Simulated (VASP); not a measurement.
Input of a VASP 6.6.1 run:

Contents of INCAR:

```
SYSTEM = CdSe
PREC = Accurate
ENCUT = 520
EDIFF = 1E-6
ISMEAR = -1
SIGMA = 0.1
LREAL = .FALSE.
LASPH = .TRUE.
NELM = 100
ALGO = Normal
ISIF = 2
LWAVE = .FALSE.
LCHARG = .TRUE.
GGA = PE
LELF = .TRUE.
LVHAR = .TRUE.
NBANDS = 16
```

Contents of KPOINTS:

```
regular mesh
0
G
  14 14 14
  0 0 0
```

POSCAR

```
CdSe
1.0
    0.0000000000      2.4727852188      2.4727852188
    2.4727852188      0.0000000000      2.4727852188
    2.4727852188      2.4727852188      0.0000000000
Cd Se
1 1
Direct
    0.0000000000      0.0000000000      0.0000000000
    0.5000000000      0.5000000000      0.5000000000
```

Potentials or basis: VASP PAW PBE potentials, release 64 (Cd, Se).

Launch:

```sh
$ cat potpaw_PBE.64/Cd/POTCAR potpaw_PBE.64/Se/POTCAR > POTCAR
$ mpirun -np 1 vasp_std > vasp.out
```

Question: Predict the pressure.

Answer: 80.3 GPa.

Question: Predict the band gap on the k mesh.

Answer: Zero (bands 9 and 10 overlap by 0.84 eV).

Caveat: the cell stands under pressure.
